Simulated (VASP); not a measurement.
Here is a VASP 6.6.1 calculation.

File INCAR:

```
PREC = Accurate ; ENCUT = 520
EDIFF = 1E-6 ; ISMEAR = 0
SIGMA = 0.15 ; LREAL = F
LASPH = T ; NELM = 60
ALGO = Fast ; ISIF = 2
LWAVE = F ; LCHARG = F
GGA = PS ; NBANDS = 24
```

File KPOINTS:

```
regular mesh
0
Gamma
  16 16 16
```

Contents of POSCAR:

```
AlNi3
1.0
    0.0000000000      2.9541873639      2.5110592593
    2.9541873639      0.0000000000      2.5110592593
    2.9541873639      2.9541873639      0.0000000000
Al Ni
1 3
Direct
    0.5000000000      0.5000000000      0.5000000000
    0.2500000000      0.2500000000      0.2500000000
    0.0000000000      0.0000000000      0.0000000000
    0.7500000000      0.7500000000      0.7500000000
```

Potentials or basis: VASP PAW PBE potentials, release 64 (Al, Ni).

Launch:

```console
$ cat potpaw_PBE.64/Al/POTCAR potpaw_PBE.64/Ni/POTCAR > POTCAR
$ mpirun -np 1 vasp_std > vasp.out
```

Task: What does it give for the pressure?

Result: 1.5 GPa.

Stress tensor (GPa, compression positive):
```
-2.24  0.00  0.00
 0.00 -2.24  0.00
 0.00  0.00  8.83
```

Caveat: the PAW data sets were made with another functional, which shifts forces and pressure a little. Spin polarisation is off, so any magnetic state and its effect on volume and gap are missing.
